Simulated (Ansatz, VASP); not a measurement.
## Two plane-wave programs on BaHfO3

```
Ba Hf O
1.0
     4.15812    0.00000    0.00000
     0.00000    4.15812    0.00000
     0.00000    0.00000    4.15812
Ba Hf O
1 1 3
Direct
  0.50000 0.50000 0.50000
  0.00000 0.00000 0.00000
  0.00000 0.50000 0.00000
  0.50000 0.00000 0.00000
  0.00000 0.00000 0.50000
```

Alike in both runs: task single point; functional r2SCAN; k mesh 6 × 6 × 6; occupations gaussian, width 0.02 eV; no spin polarisation.

|  | VASP | Ansatz |
| --- | --- | --- |
| version | VASP 6.6.1 | Ansatz 0.2.0 |
| potentials or method | VASP PAW PBE potentials, release 64 (Ba_sv, Hf_pv, O), cutoff 660 eV | scalar-relativistic, plane waves, PAW |
| valence electrons in the cell | 38 | 54 |

```tsv
	VASP	Ansatz	Ansatz less VASP
gap on the k mesh at the Fermi level (eV)	4.14	4.23	+0.085
least direct gap on the mesh (eV)	4.37	4.33	-0.040
pressure (GPa)	1.5	2.4	+0.96
```

VASP's potentials were made for PBE, not for r2SCAN. VASP's potentials hold 38 valence electrons a cell and Ansatz's 54, so a difference there can come from the potentials and not from the codes.

Neither program's run includes spin-orbit coupling.
